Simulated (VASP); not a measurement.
# ScGa3 in VASP: a series of runs

The runs below take ScGa3 through single point, with LDA.

Program: VASP 6.6.1. These are calculated values, not measurements. Logs are shortened: lines on timing, memory, paths and dates and some standing lists are left out, and cuts for length are marked.

### 1 The cell of the first run

Symmetry: R-3m, No. 166, trigonal system. The conventional cell has a = 5.733 Å, b = 5.733 Å, c = 7.235 Å, α = 90.00°, β = 90.00°, γ = 120.00°. Sc (site symmetry -3m) has 12 Ga at 2.87 to 2.92 Å within 3.8 Å. Ga (site symmetry 2/m) has 8 Ga at 2.87 to 2.92 Å and 4 Sc at 2.87 to 2.92 Å within 3.8 Å.

### 2 Single point, LDA (equal xy, yz and zx shear strains of +2 %)

INCAR

```
SYSTEM = ScGa3
  PREC = Accurate
  ENCUT = 520
  EDIFF = 1E-6
  ISMEAR = -1
  SIGMA = 0.05
  LREAL = .False.
  LASPH = .True.
  NELM = 60
  ALGO = Normal
  ISIF = 2
  LWAVE = .False.
  LCHARG = .True.
  LELF = .True.
  LVHAR = .True.
  NBANDS = 33
```

KPOINTS

```
regular mesh
0
Gamma
  9 9 9
  0 0 0
```

POSCAR

```
ScGa3
1.0
    4.0950000000      0.0409500000      0.0409500000
    0.0409500000      4.0950000000      0.0409500000
    0.0409500000      0.0409500000      4.0950000000
Sc Ga
1 3
Direct
    0.0000000000      0.0000000000      0.0000000000
    0.0000000000      0.5000000000      0.5000000000
    0.5000000000      0.0000000000      0.5000000000
    0.5000000000      0.5000000000      0.0000000000
```

Potentials or basis: VASP PAW LDA potentials, release 64 (Sc_sv, Ga_d).

Launch:

```bash
> cat potpaw_LDA.64/Sc_sv/POTCAR potpaw_LDA.64/Ga_d/POTCAR > POTCAR
> mpirun -np 1 vasp_std > vasp.out
```

OUTCAR:

```text
SYSTEM = ScGa3
   PREC = Accurate
   ENCUT = 520
   EDIFF = 1E-6
   ISMEAR = -1
   LREAL = .False.
   LASPH = .True.
   NELM = 60
   ISIF = 2

 ion  position               nearest neighbor table
   1  0.000  0.000  0.000-   2 2.87   3 2.87   2 2.87   4 2.87   3 2.87   4 2.87   2 2.92   2 2.92
                             3 2.92   4 2.92   3 2.92   4 2.92
   2  0.000  0.500  0.500-   1 2.87   4 2.87   1 2.87   3 2.87   3 2.87   4 2.87   1 2.92   1 2.92

   3  0.500  0.000  0.500-   1 2.87   4 2.87   2 2.87   4 2.87   1 2.87   2 2.87   1 2.92   1 2.92

   4  0.500  0.500  0.000-   2 2.87   3 2.87   1 2.87   3 2.87   1 2.87   2 2.87   1 2.92   1 2.92

  LATTYP: Found a trigonal (rhomboedric) cell.
 ALAT       =     4.0954094795
 COS(alpha) =     0.0200959808

  Lattice vectors:

 A1 = (   4.0950000000,   0.0409500000,   0.0409500000)
 A2 = (   0.0409500000,   4.0950000000,   0.0409500000)
 A3 = (   0.0409500000,   0.0409500000,   4.0950000000)

Analysis of symmetry for initial positions (statically):
=====================================================================
 Subroutine PRICEL returns:
 Original cell was already a primitive cell.

 Routine SETGRP: Setting up the symmetry group for a
 trigonal (rhombohedral) supercell.

 Subroutine GETGRP returns: Found 12 space group operations
 (whereof 12 operations were pure point group operations)
 out of a pool of 12 trial point group operations.

The static configuration has the point symmetry D_3d.

Analysis of symmetry for dynamics (positions and initial velocities):
=====================================================================
 Subroutine PRICEL returns:
 Original cell was already a primitive cell.

 Routine SETGRP: Setting up the symmetry group for a
 trigonal (rhombohedral) supercell.

 Subroutine GETGRP returns: Found 12 space group operations
 (whereof 12 operations were pure point group operations)
 out of a pool of 12 trial point group operations.

The dynamic configuration has the point symmetry D_3d.

 Subroutine INISYM returns: Found 12 space group operations
 (whereof 12 operations are pure point group operations),
 and found     1 'primitive' translations

----------------------------------------------------------------------------------------

                                     Primitive cell

  volume of cell :      68.6487

  direct lattice vectors                    reciprocal lattice vectors
     4.095000000  0.040950000  0.040950000     0.244248610 -0.002418303 -0.002418303
     0.040950000  4.095000000  0.040950000    -0.002418303  0.244248610 -0.002418303
     0.040950000  0.040950000  4.095000000    -0.002418303 -0.002418303  0.244248610

  length of vectors
     4.095409480  4.095409480  4.095409480     0.244272553  0.244272553  0.244272553

  position of ions in fractional coordinates (direct lattice)
     0.000000000  0.000000000  0.000000000
     1.000000000  0.500000000  0.500000000
     0.500000000  1.000000000  0.500000000
     0.500000000  0.500000000  0.000000000

  ion indices of the primitive-cell ions
   primitive index   ion index
                 1           1
                 2           2
                 3           3
                 4           4

----------------------------------------------------------------------------------------

 KPOINTS: regular mesh

Automatic generation of k-mesh.
 Grid dimensions read from file:
 generate k-points for:    9    9    9

 Generating k-lattice:

  Cartesian coordinates                     Fractional coordinates (reciprocal lattice)
     0.027138734 -0.000268700 -0.000268700     0.111111111 -0.000000000  0.000000000
    -0.000268700  0.027138734 -0.000268700    -0.000000000  0.111111111  0.000000000
    -0.000268700 -0.000268700  0.027138734     0.000000000  0.000000000  0.111111111

  Length of vectors
     0.027141395  0.027141395  0.027141395

  Shift w.r.t. Gamma in fractional coordinates (k-lattice)
     0.000000000  0.000000000  0.000000000

 Subroutine IBZKPT returns following result:
 ===========================================

 Found     85 irreducible k-points:

 Following reciprocal coordinates:
            Coordinates               Weight
  0.000000  0.000000  0.000000      1.000000
  0.111111 -0.000000 -0.000000      6.000000
  0.222222  0.000000  0.000000      6.000000
  0.333333 -0.000000 -0.000000      6.000000
  0.444444  0.000000  0.000000      6.000000
  0.111111  0.111111 -0.000000      6.000000
[... 16 lines left out ...]
 -0.333333  0.333333  0.000000      6.000000
  0.444444  0.444444  0.000000      6.000000
 [... further k-points ...]
   k-points           NKPTS =     85   k-points in BZ     NKDIM =     85   number of bands    NBANDS=     33
   number of dos      NEDOS =    301   number of ions     NIONS =      4
   total plane-waves  NPLWV =  27000
   dimension x,y,z NGX =    30 NGY =   30 NGZ =   30
   dimension x,y,z NGXF=    60 NGYF=   60 NGZF=   60
   ions per type =               1   3
   NGX,Y,Z   is equivalent  to a cutoff of  12.18, 12.18, 12.18 a.u.
   NGXF,Y,Z  is equivalent  to a cutoff of  24.36, 24.36, 24.36 a.u.
 SYSTEM =  ScGa3
   PREC   = accura    normal or accurate (medium, high low for compatibility)
   ISTART =      0    job   : 0-new  1-cont  2-samecut
   ICHARG =      2    charge: 1-file 2-atom 10-const
   ISPIN  =      1    spin polarized calculation?
   LNONCOLLINEAR =      F non collinear calculations
   LSORBIT =      F    spin-orbit coupling
   LASPH  =      T    aspherical Exc in radial PAW
   ENCUT  =  520.0 eV  38.22 Ry    6.18 a.u.   7.61  7.61  7.61*2*pi/ulx,y,z
   NELM   =     60;   NELMIN=  2; NELMDL= -5     # of ELM steps
   EDIFF  = 0.1E-05   stopping-criterion for ELM
   LREAL  =      F    real-space projection
   EDIFFG = 0.1E-04   stopping-criterion for IOM
   NSW    =      0    number of steps for IOM
   IBRION =     -1    ionic relax: 0-MD 1-quasi-New 2-CG
   NFREE  =      0    steps in history (QN), initial steepest desc. (CG)
   ISIF   =      2    stress and relaxation
   ISYM   =      2    0-nonsym 1-usesym 2-fastsym
   POTIM  = 0.5000    time-step for ionic-motion
   TEBEG  =    0.0;   TEEND  =   0.0 temperature during run
   PSTRESS=    0.0 pullay stress
   NELECT =      50.0000    total number of electrons
   NUPDOWN=      -1.0000    fix difference up-down
   EMIN   =  10.00;   EMAX   =-10.00  energy-range for DOS
   EFERMI =   0.00;   METHOD = LEGACY
   ISMEAR =    -1;   SIGMA  =   0.05  broadening in eV -4-tet -1-fermi 0-gaus
   EFERMI_NEDOS =   21; number of points for ismear=-14 and -15
   IALGO  =     38    algorithm
   IMIX   =      4    mixing-type and parameters
     AMIX     =   0.40;   BMIX     =  1.00
     AMIX_MAG =   1.60;   BMIX_MAG =  1.00
  volume/ion in A,a.u.               =      17.16       115.82
  Fermi-wavevector in a.u.,A,eV,Ry     =   1.472948  2.783468 29.518870  2.169576
  Thomas-Fermi vector in A             =   2.587901
   LORBIT       =      0    0 simple, 1 ext, 2 COOP (PROOUT), +10 PAW based schemes
   GGA     = CA    functional components
   LHFCALC =     F    Hartree Fock is set to
   AEXX    =    0.0000 exact exchange contribution
   IVDW    =     0    specifies the selected vdW correction
   LEPSILON=     F    determine dielectric tensor
   LRPA    =     F    only Hartree local field effects (RPA)
 non-spin polarized calculation
  energy-cutoff  :      520.00
  volume of cell :       68.65
 maximum number of plane-waves:      1872
   NGX = 15   NGY = 15   NGZ = 15

 number of electron      50.0000062 magnetization

 Free energy of the ion-electron system (eV)
  ---------------------------------------------------
  ext. energy  EPLUGINS =         0.00000000
  ---------------------------------------------------
  free energy    TOTEN  =       -19.75026622 eV

  energy without entropy =      -19.73955795  energy(sigma->0) =      -19.74491208

 E-fermi :   6.1811     XC(G=0): -11.8073

 val. band max:        6.1759233806   @ k =   0.3333   0.3333  -0.0000
 cond. band min:       6.1897929448   @ k =  -0.2222   0.2222   0.1111
 fundamental gap:      0.0138695642
 Fermi energy:         6.1811360020

 k-point     1 :       0.0000    0.0000    0.0000
  band No.  band energies     occupation
      1     -42.5459      2.00000
      2     -21.5786      2.00000
      3     -21.5598      2.00000
      4     -21.5598      2.00000
      5      -9.0292      2.00000
      6      -9.0092      2.00000
[... 25 lines left out ...]
     32      10.9655      0.00000
     33      10.9697      0.00000

 k-point     2 :       0.1111   -0.0000   -0.0000
  band No.  band energies     occupation
      1     -42.5457      2.00000
      2     -21.5800      2.00000
      3     -21.5622      2.00000
      4     -21.5597      2.00000
      5      -9.0188      2.00000
      6      -9.0019      2.00000
[... 25 lines left out ...]
     32      11.1394      0.00000
     33      11.3138      0.00000

 k-point     3 :       0.2222    0.0000    0.0000
  band No.  band energies     occupation
      1     -42.5453      2.00000
      2     -21.5857      2.00000
      3     -21.5662      2.00000
      4     -21.5594      2.00000
      5      -8.9953      2.00000
      6      -8.9860      2.00000
[... 25 lines left out ...]
     32      11.2148      0.00000
     33      11.3285      0.00000

 k-point     4 :       0.3333   -0.0000   -0.0000
  band No.  band energies     occupation
      1     -42.5449      2.00000
      2     -21.5947      2.00000
      3     -21.5681      2.00000
      4     -21.5590      2.00000
      5      -8.9831      2.00000
      6      -8.9485      2.00000
[... 673 lines left out ...]
     32      11.0019      0.00000
     33      11.7469      0.00000

 k-point    23 :      -0.3333    0.3333    0.0000
  band No.  band energies     occupation
      1     -42.5439      2.00000
      2     -21.5963      2.00000
      3     -21.5824      2.00000
      4     -21.5619      2.00000
      5      -8.9137      2.00000
      6      -8.9097      2.00000
[... 25 lines left out ...]
     32      10.9036      0.00000
     33      12.2271      0.00000

 k-point    24 :       0.4444    0.4444    0.0000
  band No.  band energies     occupation
      1     -42.5434      2.00000
      2     -21.6024      2.00000
      3     -21.5865      2.00000
      4     -21.5617      2.00000
      5      -8.9010      2.00000
      6      -8.8674      2.00000
[... 25 lines left out ...]
     32      10.6725      0.00000
     33      11.9577      0.00000

 [... further k-points ...]

------------------------ aborting loop because EDIFF is reached ----------------------------------------

  FORCE on cell =-STRESS in cart. coord.  units (eV):
  Direction    XX          YY          ZZ          XY          YZ          ZX
  --------------------------------------------------------------------------------------
  -------------------------------------------------------------------------------------
  Total       -2.2068902     -2.2068902     -2.2068902     -0.2902848     -0.2902848     -0.2902848
  in kB      -51.5061430    -51.5061430    -51.5061430     -6.7748959     -6.7748959     -6.7748959
  external PRESSURE =     -51.5061430 kB  Pullay stress =       0.0000000 kB

 VOLUME and BASIS-vectors are now :
 -----------------------------------------------------------------------------
  energy-cutoff  :      520.00
  volume of cell :       68.65
      direct lattice vectors                 reciprocal lattice vectors
     4.095000000  0.040950000  0.040950000     0.244248610 -0.002418303 -0.002418303
     0.040950000  4.095000000  0.040950000    -0.002418303  0.244248610 -0.002418303
     0.040950000  0.040950000  4.095000000    -0.002418303 -0.002418303  0.244248610

 POSITION                                       TOTAL-FORCE (eV/Angst)
 -----------------------------------------------------------------------------------
      0.00000      0.00000      0.00000        -0.000000      0.000000      0.000000
      0.04095      2.06797      2.06797         0.000000     -0.000000      0.000000
      2.06797      0.04095      2.06797         0.000000      0.000000      0.000000
      2.06797      2.06797      0.04095        -0.000000     -0.000000      0.000000
 -----------------------------------------------------------------------------------
    total drift:                                0.000000      0.000000     -0.000000

  FREE ENERGIE OF THE ION-ELECTRON SYSTEM (eV)
  ---------------------------------------------------
  free  energy   TOTEN  =       -19.7502662203 eV

  energy  without entropy=      -19.7395579489  energy(sigma->0) =      -19.74491208
```

Wall time 2 min (1 thread of Intel Xeon Platinum 8559C (Emerald Rapids), shared host); peak memory 0.26 GiB.

What came out:

```
Free energy            : -19.7503 eV
Pressure               : -5.2 GPa
Band gap on the k mesh : zero (bands 25 and 26 overlap by 3.10 eV)
```

Caveat: the cell differs from its parent crystal (equal xy, yz and zx shear strains of +2 %); the cell stands under tension.

### 3 Single point, LDA

INCAR

```
SYSTEM = ScGa3
PREC = Accurate
ENCUT = 520
EDIFF = 1E-7
ISMEAR = -1
SIGMA = 0.05
LREAL = .FALSE.
LASPH = .TRUE.
NELM = 100
ALGO = Normal
ISIF = 2
LWAVE = .FALSE.
LCHARG = .FALSE.
NBANDS = 33
```

KPOINTS

```
Automatic mesh
0
G
  9 9 9
  0 0 0
```

POSCAR

```
ScGa3
1.0
    4.0950000000      0.0000000000      0.0000000000
    0.0000000000      4.0950000000      0.0000000000
    0.0000000000      0.0000000000      4.0950000000
Sc Ga
1 3
Direct
    0.0000000000      0.0000000000      0.0000000000
    0.0000000000      0.5000000000      0.5000000000
    0.5000000000      0.0000000000      0.5000000000
    0.5000000000      0.5000000000      0.0000000000
```

Potentials or basis: VASP PAW LDA potentials, release 64 (Sc_sv, Ga_d).

Launch:

```bash
> cat potpaw_LDA.64/Sc_sv/POTCAR potpaw_LDA.64/Ga_d/POTCAR > POTCAR
> mpirun -np 1 vasp_std > vasp.out
```

It took 87 s on 1 thread of AMD EPYC 7R13, shared host; peak memory 0.16 GiB.

It converged, with:

- Free energy: -19.7586 eV
- Pressure: -5.3 GPa
- Band gap on the k mesh: zero (bands 25 and 26 overlap by 3.15 eV)

Levels at points of the mesh, in eV from the Fermi level:
```csv
k point,band 22,band 23,band 24,band 25,band 26,band 27,band 28,band 29
"(0.00, 0.00, 0.00)",-3.21,-1.91,-1.91,-1.91,1.70,1.70,1.70,3.11
```

Caveat: the cell stands under tension.
